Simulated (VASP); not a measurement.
# NaI in VASP: settings compared

NaI is run at these levels: LDA, revPBE; tasks: single point, relaxation of cell and atoms.

All numbers are computed with VASP 6.6.1; they aren't measurements. Logs are shortened: lines on timing, memory, paths and dates and some standing lists are left out, and cuts for length are marked.

### 1 The cell of the first run

It takes space group Fm-3m (No. 225, cubic). Conventional cell: a = 6.262 Å, b = 6.262 Å, c = 6.262 Å, α = 90.00°, β = 90.00°, γ = 90.00°. Within 4.1 Å of Na (site symmetry m-3m) lie 6 I at 3.13 Å. I (site symmetry m-3m) has 6 Na at 3.13 Å within 4.1 Å.

### 2 Single point, LDA

INCAR reads:

```
SYSTEM = NaI
ALGO = Normal
EDIFF = 1E-6
ENCUT = 520
ISIF = 2
ISMEAR = -1
LASPH = .TRUE.
LCHARG = .TRUE.
LELF = .TRUE.
LREAL = .FALSE.
LVHAR = .TRUE.
LWAVE = .FALSE.
NBANDS = 14
NELM = 80
PREC = Accurate
SIGMA = 0.1
```

KPOINTS reads:

```
k-points
0
G
  12 12 12
  0 0 0
```

POSCAR reads:

```
NaI
1.0
    0.0000000000      3.1310897312      3.1310897312
    3.1310897312      0.0000000000      3.1310897312
    3.1310897312      3.1310897312      0.0000000000
Na I
1 1
Direct
    0.0000000000      0.0000000000      0.0000000000
    0.5000000000      0.5000000000      0.5000000000
```

Potentials or basis: VASP PAW LDA potentials, release 64 (Na_pv, I).

On the command line:

```bash
> cat potpaw_LDA.64/Na_pv/POTCAR potpaw_LDA.64/I/POTCAR > POTCAR
> mpirun -np 1 vasp_std > vasp.out
```

OUTCAR:

```text
SYSTEM = NaI
   EDIFF = 1E-6
   ENCUT = 520
   ISIF = 2
   ISMEAR = -1
   LASPH = .TRUE.
   LREAL = .FALSE.
   NELM = 80
   PREC = Accurate

 ion  position               nearest neighbor table
   1  0.000  0.000  0.000-   2 3.13   2 3.13   2 3.13   2 3.13   2 3.13   2 3.13
   2  0.500  0.500  0.500-   1 3.13   1 3.13   1 3.13   1 3.13   1 3.13   1 3.13

  LATTYP: Found a face centered cubic cell.
 ALAT       =     6.2621794624

  Lattice vectors:

 A1 = (   0.0000000000,   3.1310897312,   3.1310897312)
 A2 = (   3.1310897312,   0.0000000000,   3.1310897312)
 A3 = (   3.1310897312,   3.1310897312,   0.0000000000)

Analysis of symmetry for initial positions (statically):
=====================================================================
 Subroutine PRICEL returns:
 Original cell was already a primitive cell.

 Routine SETGRP: Setting up the symmetry group for a
 face centered cubic supercell.

 Subroutine GETGRP returns: Found 48 space group operations
 (whereof 48 operations were pure point group operations)
 out of a pool of 48 trial point group operations.

The static configuration has the point symmetry O_h .

Analysis of symmetry for dynamics (positions and initial velocities):
=====================================================================
 Subroutine PRICEL returns:
 Original cell was already a primitive cell.

 Routine SETGRP: Setting up the symmetry group for a
 face centered cubic supercell.

 Subroutine GETGRP returns: Found 48 space group operations
 (whereof 48 operations were pure point group operations)
 out of a pool of 48 trial point group operations.

The dynamic configuration has the point symmetry O_h .

 Subroutine INISYM returns: Found 48 space group operations
 (whereof 48 operations are pure point group operations),
 and found     1 'primitive' translations

----------------------------------------------------------------------------------------

                                     Primitive cell

  volume of cell :      61.3927

  direct lattice vectors                    reciprocal lattice vectors
     0.000000000  3.131089731  3.131089731    -0.159688812  0.159688812  0.159688812
     3.131089731  0.000000000  3.131089731     0.159688812 -0.159688812  0.159688812
     3.131089731  3.131089731  0.000000000     0.159688812  0.159688812 -0.159688812

  length of vectors
     4.428029563  4.428029563  4.428029563     0.276589136  0.276589136  0.276589136

  position of ions in fractional coordinates (direct lattice)
     0.000000000  0.000000000  0.000000000
     0.500000000  0.500000000  0.500000000

  ion indices of the primitive-cell ions
   primitive index   ion index
                 1           1
                 2           2

----------------------------------------------------------------------------------------

 KPOINTS: k-points

Automatic generation of k-mesh.
 Grid dimensions read from file:
 generate k-points for:   12   12   12

 Generating k-lattice:

  Cartesian coordinates                     Fractional coordinates (reciprocal lattice)
    -0.013307401  0.013307401  0.013307401     0.083333333  0.000000000  0.000000000
     0.013307401 -0.013307401  0.013307401     0.000000000  0.083333333  0.000000000
     0.013307401  0.013307401 -0.013307401     0.000000000  0.000000000  0.083333333

  Length of vectors
     0.023049095  0.023049095  0.023049095

  Shift w.r.t. Gamma in fractional coordinates (k-lattice)
     0.000000000  0.000000000  0.000000000

 Subroutine IBZKPT returns following result:
 ===========================================

 Found     72 irreducible k-points:

 Following reciprocal coordinates:
            Coordinates               Weight
  0.000000  0.000000  0.000000      1.000000
  0.083333  0.000000  0.000000      8.000000
  0.166667  0.000000  0.000000      8.000000
  0.250000  0.000000  0.000000      8.000000
  0.333333  0.000000  0.000000      8.000000
  0.416667  0.000000  0.000000      8.000000
[... 16 lines left out ...]
  0.500000  0.166667  0.000000     24.000000
 -0.416667  0.166667  0.000000     24.000000
 [... further k-points ...]
   k-points           NKPTS =     72   k-points in BZ     NKDIM =     72   number of bands    NBANDS=     14
   number of dos      NEDOS =    301   number of ions     NIONS =      2
   total plane-waves  NPLWV =  46656
   dimension x,y,z NGX =    36 NGY =   36 NGZ =   36
   dimension x,y,z NGXF=    72 NGYF=   72 NGZF=   72
   ions per type =               1   1
   NGX,Y,Z   is equivalent  to a cutoff of  13.52, 13.52, 13.52 a.u.
   NGXF,Y,Z  is equivalent  to a cutoff of  27.03, 27.03, 27.03 a.u.
 SYSTEM =  NaI
   PREC   = accura    normal or accurate (medium, high low for compatibility)
   ISTART =      0    job   : 0-new  1-cont  2-samecut
   ICHARG =      2    charge: 1-file 2-atom 10-const
   ISPIN  =      1    spin polarized calculation?
   LNONCOLLINEAR =      F non collinear calculations
   LSORBIT =      F    spin-orbit coupling
   LASPH  =      T    aspherical Exc in radial PAW
   ENCUT  =  520.0 eV  38.22 Ry    6.18 a.u.   8.23  8.23  8.23*2*pi/ulx,y,z
   NELM   =     80;   NELMIN=  2; NELMDL= -5     # of ELM steps
   EDIFF  = 0.1E-05   stopping-criterion for ELM
   LREAL  =      F    real-space projection
   EDIFFG = 0.1E-04   stopping-criterion for IOM
   NSW    =      0    number of steps for IOM
   IBRION =     -1    ionic relax: 0-MD 1-quasi-New 2-CG
   NFREE  =      0    steps in history (QN), initial steepest desc. (CG)
   ISIF   =      2    stress and relaxation
   ISYM   =      2    0-nonsym 1-usesym 2-fastsym
   POTIM  = 0.5000    time-step for ionic-motion
   TEBEG  =    0.0;   TEEND  =   0.0 temperature during run
   PSTRESS=    0.0 pullay stress
   NELECT =      14.0000    total number of electrons
   NUPDOWN=      -1.0000    fix difference up-down
   EMIN   =  10.00;   EMAX   =-10.00  energy-range for DOS
   EFERMI =   0.00;   METHOD = LEGACY
   ISMEAR =    -1;   SIGMA  =   0.10  broadening in eV -4-tet -1-fermi 0-gaus
   EFERMI_NEDOS =   21; number of points for ismear=-14 and -15
   IALGO  =     38    algorithm
   IMIX   =      4    mixing-type and parameters
     AMIX     =   0.40;   BMIX     =  1.00
     AMIX_MAG =   1.60;   BMIX_MAG =  1.00
  volume/ion in A,a.u.               =      30.70       207.15
  Fermi-wavevector in a.u.,A,eV,Ry     =   1.000181  1.890068 13.610756  1.000362
  Thomas-Fermi vector in A             =   2.132521
   LORBIT       =      0    0 simple, 1 ext, 2 COOP (PROOUT), +10 PAW based schemes
   GGA     = CA    functional components
   LHFCALC =     F    Hartree Fock is set to
   AEXX    =    0.0000 exact exchange contribution
   IVDW    =     0    specifies the selected vdW correction
   LEPSILON=     F    determine dielectric tensor
   LRPA    =     F    only Hartree local field effects (RPA)
 non-spin polarized calculation
  energy-cutoff  :      520.00
  volume of cell :       61.39
 maximum number of plane-waves:      1676
 NGX is ok and might be reduce to    36
   NGX = 17   NGY = 17   NGZ = 17

 number of electron      13.9999995 magnetization

 Free energy of the ion-electron system (eV)
  ---------------------------------------------------
  ext. energy  EPLUGINS =         0.00000000
  ---------------------------------------------------
  free energy    TOTEN  =        -6.01712844 eV

  energy without entropy =       -6.01712844  energy(sigma->0) =       -6.01712844

 E-fermi :   3.3636     XC(G=0):  -8.5025

 val. band max:        1.3610862958   @ k =   0.0000   0.0000   0.0000
 cond. band min:       4.9919600588   @ k =   0.0000   0.0000   0.0000
 fundamental gap:      3.6308737631
 Fermi energy:         3.3635759479

 k-point     1 :       0.0000    0.0000    0.0000
  band No.  band energies     occupation
      1     -20.9461      2.00000
      2     -20.9461      2.00000
      3     -20.9461      2.00000
      4     -10.0032      2.00000
      5       1.3611      2.00000
      6       1.3611      2.00000
      7       1.3611      2.00000
      8       4.9920      0.00000
      9       9.1525      0.00000
     10       9.1525      0.00000
     11       9.1525      0.00000
     12      11.1875      0.00000
     13      11.1875      0.00000
     14      11.6193      0.00000

 k-point     2 :       0.0833    0.0000    0.0000
  band No.  band energies     occupation
      1     -20.9468      2.00000
      2     -20.9462      2.00000
      3     -20.9462      2.00000
      4      -9.9772      2.00000
      5       1.0807      2.00000
      6       1.3348      2.00000
      7       1.3348      2.00000
      8       5.2868      0.00000
      9       8.9325      0.00000
     10       9.2427      0.00000
     11       9.2427      0.00000
     12      10.9125      0.00000
     13      10.9125      0.00000
     14      12.0629      0.00000

 k-point     3 :       0.1667    0.0000    0.0000
  band No.  band energies     occupation
      1     -20.9485      2.00000
      2     -20.9463      2.00000
      3     -20.9463      2.00000
      4      -9.9044      2.00000
      5       0.4621      2.00000
      6       1.2650      2.00000
      7       1.2650      2.00000
      8       5.8799      0.00000
      9       8.6870      0.00000
     10       9.3841      0.00000
     11       9.3841      0.00000
     12      10.6278      0.00000
     13      10.6278      0.00000
     14      12.2343      0.00000
[... 324 lines left out ...]
 k-point    23 :       0.5000    0.1667    0.0000
  band No.  band energies     occupation
      1     -20.9543      2.00000
      2     -20.9479      2.00000
      3     -20.9472      2.00000
      4      -9.5527      2.00000
      5      -1.0335      2.00000
      6       0.5243      2.00000
      7       0.8511      2.00000
      8       6.8829      0.00000
      9       8.0249      0.00000
     10       9.3703      0.00000
     11       9.8084      0.00000
     12      12.2649      0.00000
     13      13.2165      0.00000
     14      13.9063      0.00000

 k-point    24 :      -0.4167    0.1667    0.0000
  band No.  band energies     occupation
      1     -20.9544      2.00000
      2     -20.9482      2.00000
      3     -20.9470      2.00000
      4      -9.5439      2.00000
      5      -1.0596      2.00000
      6       0.4365      2.00000
      7       0.9055      2.00000
      8       6.9723      0.00000
      9       8.0157      0.00000
     10       9.2305      0.00000
     11      10.2172      0.00000
     12      12.4132      0.00000
     13      12.6046      0.00000
     14      13.0479      0.00000

 [... further k-points ...]

------------------------ aborting loop because EDIFF is reached ----------------------------------------

  FORCE on cell =-STRESS in cart. coord.  units (eV):
  Direction    XX          YY          ZZ          XY          YZ          ZX
  --------------------------------------------------------------------------------------
  -------------------------------------------------------------------------------------
  Total        0.0059398      0.0059398      0.0059398      0.0000000     -0.0000000      0.0000000
  in kB        0.1550115      0.1550115      0.1550115      0.0000000     -0.0000000      0.0000000
  external PRESSURE =       0.1550115 kB  Pullay stress =       0.0000000 kB

 VOLUME and BASIS-vectors are now :
 -----------------------------------------------------------------------------
  energy-cutoff  :      520.00
  volume of cell :       61.39
      direct lattice vectors                 reciprocal lattice vectors
     0.000000000  3.131089731  3.131089731    -0.159688812  0.159688812  0.159688812
     3.131089731  0.000000000  3.131089731     0.159688812 -0.159688812  0.159688812
     3.131089731  3.131089731  0.000000000     0.159688812  0.159688812 -0.159688812

 POSITION                                       TOTAL-FORCE (eV/Angst)
 -----------------------------------------------------------------------------------
      0.00000      0.00000      0.00000         0.000000      0.000000     -0.000000
      3.13109      3.13109      3.13109        -0.000000     -0.000000      0.000000
 -----------------------------------------------------------------------------------
    total drift:                                0.000000      0.000000      0.000000

  FREE ENERGIE OF THE ION-ELECTRON SYSTEM (eV)
  ---------------------------------------------------
  free  energy   TOTEN  =        -6.0171284406 eV

  energy  without entropy=       -6.0171284398  energy(sigma->0) =       -6.01712844
```

Run time: 67 s. Hardware: 1 thread of AMD EPYC 7R43 (Zen 3), shared host; peak memory 0.16 GiB.

Results:

* Free energy: -6.0171 eV
* Pressure: 0.0 GPa
* Band gap on the k mesh: 3.63 eV, direct

Levels at points of the mesh, in eV from the valence-band top:
| k point | band 3 | band 4 | band 5 | band 6 | band 7 | band 8 | band 9 | band 10 | band 11 | band 12 |
| --- | --- | --- | --- | --- | --- | --- | --- | --- | --- | --- |
| (0.00, 0.00, 0.00) | -22.31 | -11.36 | 0.00 | 0.00 | 0.00 | 3.63 | 7.79 | 7.79 | 7.79 | 9.83 |
| (0.50, 0.00, 0.00) | -22.31 | -10.94 | -2.63 | -0.36 | -0.36 | 4.89 | 7.36 | 7.36 | 9.20 | 10.31 |
| (0.50, 0.50, 0.00) | -22.31 | -10.84 | -2.30 | -0.91 | -0.91 | 4.33 | 5.18 | 10.28 | 11.63 | 11.63 |

Caveat: spin-orbit coupling is left out, which moves the levels of the heavy elements. A k mesh can miss the band edges.

### 3 Single point, revPBE

This run uses another cell than the first one, of 29.48 Å³/atom, 0.960 times its volume.

INCAR reads:

```
  ALGO = Normal
  EDIFF = 1E-7
  ENCUT = 520
  GGA = RE
  ISIF = 2
  ISMEAR = 0
  ISYM = 0
  LASPH = T
  LCHARG = F
  LREAL = F
  LWAVE = F
  NBANDS = 14
  NELM = 100
  PREC = Accurate
  SIGMA = 0.01
```

KPOINTS reads:

```
Automatic mesh
0
Gamma
  6 6 6
  0.5 0.5 0.5
```

POSCAR reads:

```
NaI
1.0
   -0.0005237863      3.0887466660      3.0887466660
    3.0887466660     -0.0005237863      3.0887466660
    3.0887466660      3.0887466660     -0.0005237863
Na I
1 1
Direct
    0.0000000000      0.0000000000      0.0000000000
    0.5000000000      0.5000000000      0.5000000000
```

Potentials or basis: VASP PAW PBE potentials, release 64 (Na_pv, I).

On the command line:

```bash
> cat potpaw_PBE.64/Na_pv/POTCAR potpaw_PBE.64/I/POTCAR > POTCAR
> mpirun -np 1 vasp_std > vasp.out
```

Wall time 82 s (1 thread of AMD EPYC 7R43 (Zen 3), shared host); peak memory 0.2 GiB.

It converged, with:

```
Free energy            : -4.8678 eV
Pressure               : 5.0 GPa
Band gap on the k mesh : 4.58 eV, direct
```

Levels at points of the mesh, in eV from the valence-band top:
```
           k point  band 5  band 6  band 7  band 8  band 9  band 10
(0.08, 0.08, 0.08)   -0.24    0.00    0.00    4.58    7.81     8.11
```

Caveat: the PAW data sets were made with another functional, which shifts forces and pressure a little; spin-orbit coupling is left out, which moves the levels of the heavy elements. A k mesh can miss the band edges.

### 4 Relaxation of cell and atoms, LDA

This run uses another cell than the first one, of 33.90 Å³/atom, 1.104 times its volume.

INCAR reads:

```
PREC = Accurate ; ENCUT = 600
EDIFF = 1E-6 ; ISMEAR = -1
SIGMA = 0.1 ; LREAL = False
LASPH = True ; NELM = 60
ALGO = Normal ; ISIF = 3
LWAVE = False ; LCHARG = False
GGA = CA ; IBRION = 2
NSW = 100 ; EDIFFG = -0.002
```

KPOINTS reads:

```
regular mesh
0
Gamma
  12 12 12
```

POSCAR reads:

```
NaI
1.0
    0.0000000000      3.2364000000      3.2364000000
    3.2364000000      0.0000000000      3.2364000000
    3.2364000000      3.2364000000      0.0000000000
Na I
1 1
Direct
    0.0000000000      0.0000000000      0.0000000000
    0.5000000000      0.5000000000      0.5000000000
```

Potentials or basis: VASP PAW LDA potentials, release 64 (Na_pv, I).

On the command line:

```bash
> cat potpaw_LDA.64/Na_pv/POTCAR potpaw_LDA.64/I/POTCAR > POTCAR
> mpirun -np 1 vasp_std > vasp.out
```

It took 6.6 min on 1 thread of AMD EPYC 7R43 (Zen 3), shared host; peak memory 0.2 GiB.

The run converged. Its results:

```yaml
Free_energy: -6.0176 eV
Relaxed_volume: 30.73 Å³/atom
Relaxed_cell: a = 4.429 Å, b = 4.429 Å, c = 4.429 Å, α = 60.00°, β = 60.00°, γ = 60.00°
Space_group_after_relaxing_to_0.05_Å: Fm-3m (No. 225)
Energy_gained_by_relaxing: 17.8 meV/atom
Ionic_steps: 17
Pressure_after_relaxing: 0.0 GPa
Band_gap_on_the_k_mesh: 3.63 eV, direct
```

The path:
```tsv
step	energy change (eV)	largest force (eV/Å)	pressure (GPa)	volume (Å³)
1	0.0000	0.0000	-1.62	67.80
2	-0.0265	0.0000	-0.91	64.50
3	-0.0356	0.0000	-0.12	61.75
4	-0.0357	0.0000	0.01	61.37
5	-0.0357	0.0000	-0.04	61.49
6	-0.0357	0.0000	-0.04	61.49
7	-0.0357	0.0000	-0.04	61.49
8	-0.0357	0.0000	-0.03	61.49
9	-0.0357	0.0000	-0.03	61.49
10	-0.0357	0.0000	-0.03	61.49
11	-0.0357	0.0000	-0.03	61.49
12	-0.0357	0.0000	-0.03	61.49
13	-0.0357	0.0000	-0.03	61.48
14	-0.0357	0.0000	-0.03	61.48
15	-0.0357	0.0000	-0.04	61.48
16	-0.0357	0.0000	-0.01	61.47
17	-0.0357	0.0000	-0.01	61.45
```

Final structure:
```
CELL_PARAMETERS angstrom
0.00000 3.13212 3.13212
3.13212 0.00000 3.13212
3.13212 3.13212 0.00000
ATOMIC_POSITIONS crystal
Na 0.00000 0.00000 0.00000
I 0.50000 0.50000 0.50000
```

Levels at points of the mesh, in eV from the valence-band top:
| k point | band 5 | band 6 | band 7 | band 8 | band 9 | band 10 |
| --- | --- | --- | --- | --- | --- | --- |
| (0.00, 0.00, 0.00) | 0.00 | 0.00 | 0.00 | 3.63 | 7.79 | 7.79 |
| (0.50, 0.00, 0.00) | -2.62 | -0.35 | -0.35 | 4.89 | 7.36 | 7.36 |
| (0.50, 0.50, 0.00) | -2.30 | -0.91 | -0.91 | 4.33 | 5.19 | 10.27 |

Caveat: spin-orbit coupling is left out, which moves the levels of the heavy elements. A hybrid or GW would open this gap; LDA tends to underestimate it.

### 5 Summary

```csv
task,level,potentials or basis,cell,k mesh,cutoff (eV),smearing,gap on the mesh (eV),pressure (GPa)
single point,LDA,"VASP PAW LDA potentials, release 64 (Na_pv, I)","a = 4.428 Å, angles 60.0°, 2 atoms",12 × 12 × 12,520,fermi-dirac 0.1 eV,3.63,0.0
single point,revPBE,"VASP PAW PBE potentials, release 64 (Na_pv, I)","a = 4.368 Å, angles 60.0°, 2 atoms","6 × 6 × 6, shifted",520,gaussian 0.01 eV,4.58,5.0
relaxation of cell and atoms,LDA,"VASP PAW LDA potentials, release 64 (Na_pv, I)","relaxed from a = 4.577 Å, angles 60.0°, 2 atoms",12 × 12 × 12,600,fermi-dirac 0.1 eV,3.63,0.0
```

Alike in all rows: no spin polarisation.

Caveats: spin-orbit coupling is left out, which moves the levels of the heavy elements; the PAW data sets were made with another functional, which shifts forces and pressure a little (some runs).

Total energies depend on the potentials used, so only differences within one code and one set of settings carry meaning.
